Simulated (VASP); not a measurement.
# SrHf (Pm-3m) in VASP: a series of runs, part 2 of 2

VASP 6.6.1. The steps go on from the part before.

## 3. Relaxation of cell and atoms, PBE

This run uses another cell than the first one, of 31.72 Å³/atom.

Input file INCAR:

```
SYSTEM = SrHf
PREC = Accurate
ENCUT = 600
EDIFF = 1E-6
ISMEAR = 0
SIGMA = 0.1
LREAL = .False.
LASPH = .True.
NELM = 100
ALGO = Fast
ISIF = 3
LWAVE = .False.
LCHARG = .False.
GGA = PE
IBRION = 2
NSW = 100
EDIFFG = -0.01
```

Input file KPOINTS:

```
Automatic mesh
0
Gamma
  14 14 14
  0 0 0
```

Input file POSCAR:

```
SrHf
1.0
    3.9881105594      0.0000000000      0.0000000000
    0.0000000000      3.9881105594      0.0000000000
    0.0000000000      0.0000000000      3.9881105594
Sr Hf
1 1
Direct
    0.0000000000      0.0000000000      0.0000000000
    0.5000000000      0.5000000000      0.5000000000
```

Potentials or basis: VASP PAW PBE potentials, release 64 (Sr_sv, Hf_pv).

Started as:

```
$ cat potpaw_PBE.64/Sr_sv/POTCAR potpaw_PBE.64/Hf_pv/POTCAR > POTCAR
$ mpirun -np 1 vasp_std > vasp.out
```

OUTCAR:

```text
SYSTEM = SrHf
   PREC = Accurate
   ENCUT = 600
   EDIFF = 1E-6
   ISMEAR = 0
   LREAL = .False.
   LASPH = .True.
   NELM = 100
   ISIF = 3
   GGA = PE
   IBRION = 2
   NSW = 100
   EDIFFG = -0.01

 ion  position               nearest neighbor table
   1  0.000  0.000  0.000-   2 3.45   2 3.45   2 3.45   2 3.45   2 3.45   2 3.45   2 3.45   2 3.45

   2  0.500  0.500  0.500-   1 3.45   1 3.45   1 3.45   1 3.45   1 3.45   1 3.45   1 3.45   1 3.45

  LATTYP: Found a simple cubic cell.
 ALAT       =     3.9881105594

  Lattice vectors:

 A1 = (   3.9881105594,   0.0000000000,   0.0000000000)
 A2 = (   0.0000000000,   3.9881105594,   0.0000000000)
 A3 = (   0.0000000000,   0.0000000000,   3.9881105594)

Analysis of symmetry for initial positions (statically):
=====================================================================
 Subroutine PRICEL returns:
 Original cell was already a primitive cell.

 Routine SETGRP: Setting up the symmetry group for a
 simple cubic supercell.

 Subroutine GETGRP returns: Found 48 space group operations
 (whereof 48 operations were pure point group operations)
 out of a pool of 48 trial point group operations.

The static configuration has the point symmetry O_h .

Analysis of symmetry for dynamics (positions and initial velocities):
=====================================================================
 Subroutine PRICEL returns:
 Original cell was already a primitive cell.

 Routine SETGRP: Setting up the symmetry group for a
 simple cubic supercell.

 Subroutine GETGRP returns: Found 48 space group operations
 (whereof 48 operations were pure point group operations)
 out of a pool of 48 trial point group operations.

[... 174 lines left out ...]
      0.00000      0.00000      0.00000         0.000000      0.000000      0.000000
      1.99406      1.99406      1.99406         0.000000      0.000000      0.000000
 -----------------------------------------------------------------------------------
    total drift:                                0.000000      0.000000     -0.000000

  FREE ENERGIE OF THE ION-ELECTRON SYSTEM (eV)
  ---------------------------------------------------
  free  energy   TOTEN  =        -9.5132329196 eV

  energy  without entropy=       -9.4925616761  energy(sigma->0) =       -9.50289730

--------------------------------------- Ionic step        2  -------------------------------------------

 number of electron      19.9999997 magnetization

 Free energy of the ion-electron system (eV)
  ---------------------------------------------------
  ext. energy  EPLUGINS =         0.00000000
  ---------------------------------------------------
  free energy    TOTEN  =        -9.51361753 eV

  energy without entropy =       -9.49287345  energy(sigma->0) =       -9.50324549

 E-fermi :   3.1633     XC(G=0):  -9.4677

 val. band max:        3.1607096211   @ k =   0.5000   0.4286   0.2143
 cond. band min:       3.1635573385   @ k =   0.4286   0.4286   0.3571
 fundamental gap:      0.0028477174
 Fermi energy:         3.1632745987

 k-point     1 :       0.0000    0.0000    0.0000
  band No.  band energies     occupation
      1     -31.8110      2.00000
      2     -28.4621      2.00000
      3     -28.4621      2.00000
      4     -28.4621      2.00000
      5     -13.8138      2.00000
      6     -13.8138      2.00000
      7     -13.8138      2.00000
      8      -2.0908      2.00000
      9       1.6962      2.00000
     10       1.6962      2.00000
     11       4.5984      0.00000
     12       4.5984      0.00000
     13       4.5984      0.00000
     14       7.4570      0.00000
[... 377 lines left out ...]
      1     -31.7971      2.00000
      2     -28.4853      2.00000
      3     -28.4722      2.00000
      4     -28.4584      2.00000
      5     -14.0135      2.00000
      6     -13.8934      2.00000
      7     -13.7940      2.00000
      8      -0.1387      2.00000
      9       1.9197      2.00000
     10       2.7505      2.00000
     11       3.6935      0.00000
     12       3.8362      0.00000
     13       4.2986      0.00000
     14       5.5771      0.00000

 [... further k-points ...]
[... 5 lines left out ...]
  --------------------------------------------------------------------------------------
  -------------------------------------------------------------------------------------
  Total        0.0015997      0.0015997      0.0015997     -0.0000000      0.0000000     -0.0000000
  in kB        0.0401080      0.0401080      0.0401080     -0.0000000      0.0000000     -0.0000000
  external PRESSURE =       0.0401080 kB  Pullay stress =       0.0000000 kB

 VOLUME and BASIS-vectors are now :
 -----------------------------------------------------------------------------
  energy-cutoff  :      600.00
  volume of cell :       63.90
      direct lattice vectors                 reciprocal lattice vectors
     3.997974305  0.000000000 -0.000000000     0.250126670  0.000000000 -0.000000000
    -0.000000000  3.997974305 -0.000000000    -0.000000000  0.250126670 -0.000000000
     0.000000000  0.000000000  3.997974305     0.000000000  0.000000000  0.250126670

 POSITION                                       TOTAL-FORCE (eV/Angst)
 -----------------------------------------------------------------------------------
      0.00000      0.00000      0.00000        -0.000000     -0.000000      0.000000
      1.99899      1.99899      1.99899         0.000000      0.000000      0.000000
 -----------------------------------------------------------------------------------
    total drift:                                0.000000      0.000000     -0.000000

  FREE ENERGIE OF THE ION-ELECTRON SYSTEM (eV)
  ---------------------------------------------------
  free  energy   TOTEN  =        -9.5136175297 eV

  energy  without entropy=       -9.4928734534  energy(sigma->0) =       -9.50324549

 reached required accuracy - stopping structural energy minimisation
```

OSZICAR:

```text
N       E                     dE             d eps       ncg     rms          rms(c)
DAV:   1     0.770785145257E+02    0.77079E+02   -0.11695E+04  3360   0.148E+03
DAV:   2    -0.669309525940E+01   -0.83772E+02   -0.82672E+02  4158   0.273E+02
DAV:   3    -0.105197775863E+02   -0.38267E+01   -0.37720E+01  5714   0.390E+01
[... 26 lines left out ...]
RMM:   6    -0.951360287089E+01   -0.91207E-05   -0.85177E-05  4447   0.485E-02    0.394E-02
RMM:   7    -0.951360999939E+01   -0.71285E-05   -0.32398E-05  4172   0.273E-02    0.301E-02
RMM:   8    -0.951361620588E+01   -0.62065E-05   -0.33487E-05  3527   0.319E-02    0.111E-02
RMM:   9    -0.951361665505E+01   -0.44917E-06   -0.14962E-05  3378   0.192E-02    0.321E-03
RMM:  10    -0.951361752972E+01   -0.87466E-06   -0.68232E-06  2421   0.104E-02
   2 F= -.95136175E+01 E0= -.95032455E+01  d E =-.384610E-03
```

CONTCAR:

```text
SrHf
   1.00000000000000
     3.9979743048031877    0.0000000000000000   -0.0000000000000000
    -0.0000000000000000    3.9979743048031877   -0.0000000000000000
     0.0000000000000000    0.0000000000000000    3.9979743048031877
  Sr              Hf
     1     1
Direct
     0.0000000000000000    0.0000000000000000    0.0000000000000000
     0.5000000000000000    0.5000000000000000    0.5000000000000000

  0.00000000E+00  0.00000000E+00  0.00000000E+00
  0.00000000E+00  0.00000000E+00  0.00000000E+00
```

Wall time 3.7 min (1 thread of Intel Xeon 8259CL, shared host); peak memory 0.31 GiB.

What came out:

```
Free energy                           : -9.5136 eV
Relaxed volume                        : 31.95 Å³/atom
Relaxed cell                          : a = 3.998 Å, b = 3.998 Å, c = 3.998 Å, α = 90.00°, β = 90.00°, γ = 90.00°
Space group after relaxing (to 0.1 Å) : Pm-3m (No. 221)
Energy gained by relaxing             : 0.2 meV/atom
Ionic steps                           : 2
Pressure after relaxing               : 0.0 GPa
Band gap on the k mesh                : zero (bands 10 and 11 overlap by 0.58 eV)
```

The path:
```
step  energy change (eV)  largest force (eV/Å)  pressure (GPa)  volume (Å³)
   1              0.0000                0.0000            0.26        63.43
   2             -0.0004                0.0000            0.00        63.90
```

Final structure:
```cif
data_structure
_symmetry_space_group_name_H-M 'P 1'
_symmetry_Int_Tables_number 1
_cell_length_a 3.9980
_cell_length_b 3.9980
_cell_length_c 3.9980
_cell_angle_alpha 90.000
_cell_angle_beta 90.000
_cell_angle_gamma 90.000
_cell_volume 63.90
loop_
_atom_site_label
_atom_site_type_symbol
_atom_site_fract_x
_atom_site_fract_y
_atom_site_fract_z
_atom_site_occupancy
Sr1 Sr 0.00000 0.00000 0.00000 1
Hf1 Hf 0.50000 0.50000 0.50000 1
```

Caveat: spin-orbit coupling is left out, which moves the levels of the heavy elements.
